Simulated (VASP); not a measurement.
Runs of VASP 6.6.1 on MnS. The structure is that of space group Fm-3m (No. 225), or close to it. The cells are those of the table. 

```csv
level,cell,cutoff (eV),gap on the mesh (eV),pressure (GPa),moment (μB)
PBE+D3(BJ),"a = 3.600 Å, angles 60.0°, 2 atoms",500,none,-2.9,4.58
PBE+D3(BJ),"a = 3.577 Å, angles 60.0°, 2 atoms",500,none,-1.9,4.52
BLYP+D3(BJ),"a = 3.694 Å, angles 60.0°, 2 atoms",500,none,(a),4.67
PBE+D3(BJ),"a = 3.635 Å, angles 60.0°, 2 atoms",500,none,-4.5,4.65
BLYP+D3(BJ),"a = 3.633 Å, angles 60.0°, 2 atoms",500,none,-4.8,4.57
PBE,"a = 3.694 Å, angles 60.0°, 2 atoms",500,none,-3.9,4.69
r2SCAN+rVV10,"a = 3.621 Å, angles 60.0°, 2 atoms",550,none,(b),4.90
r2SCAN+D3(BJ),"a = 3.618 Å, angles 60.0°, 2 atoms",550,none,2.6,4.90
```

Alike in all rows: task single point; potentials or basis VASP PAW PBE potentials, release 64 (Mn_pv, S); spin collinear, ferromagnetic start; k mesh 8 × 8 × 8; smearing gaussian 0.05 eV.

Q: Fill in the values left out.

A: (a) -7.4; (b) 3.2.

Caveats: a cell with one magnetic atom can't hold antiferromagnetic order, which such compounds often take; semilocal functionals often make such compounds metallic where correlation or magnetic order opens a gap, which also shifts bond lengths; three body term missing (at least some runs); the cell stands under tension (at least some runs); the PAW data sets were made with another functional, which shifts forces and pressure a little (at least some runs); the cell stands under pressure (at least some runs).

A gap of «none» marks levels without a gap at the run's occupations.
